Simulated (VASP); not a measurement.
HfC:

```
Hf C
1.0
     0.00000    2.51265    2.51265
     2.51265    0.00000    2.51265
     2.51265    2.51265    0.00000
Hf C
1 1
Cartesian
  0.0000 0.0000 0.0000
  1.2563 1.2563 1.2563
```

Base run:

| Property | Result |
| --- | --- |
| Program | VASP 6.6.1 |
| Functional | r2SCAN |
| Dispersion | D4 |
| Potentials or basis | VASP PAW PBE potentials, release 64 (Hf_pv, C) |
| Cutoff | 520 eV |
| k mesh | 12 × 12 × 12 |
| Occupations | gaussian, width 0.05 eV |
| Spin | no spin polarisation |

Its results: band gap on the k mesh 0.58 eV; pressure -1.3 GPa.

Problem. The run is repeated on the same cell with these changes: dispersion from D4 to none; hubbard terms from none to Hf d U = 2.0 eV. What comes out?

Solution. Band gap on the k mesh 0.67 eV; pressure 4.8 GPa.

Several settings changed at once.

Caveats: the PAW data sets were made with another functional, which shifts forces and pressure a little; spin-orbit coupling is left out, which moves the levels of the heavy elements; the cell stands under pressure (at least some runs); the U is typed as a test and isn't derived for this compound (at least some runs).

A k mesh can miss the band edges.
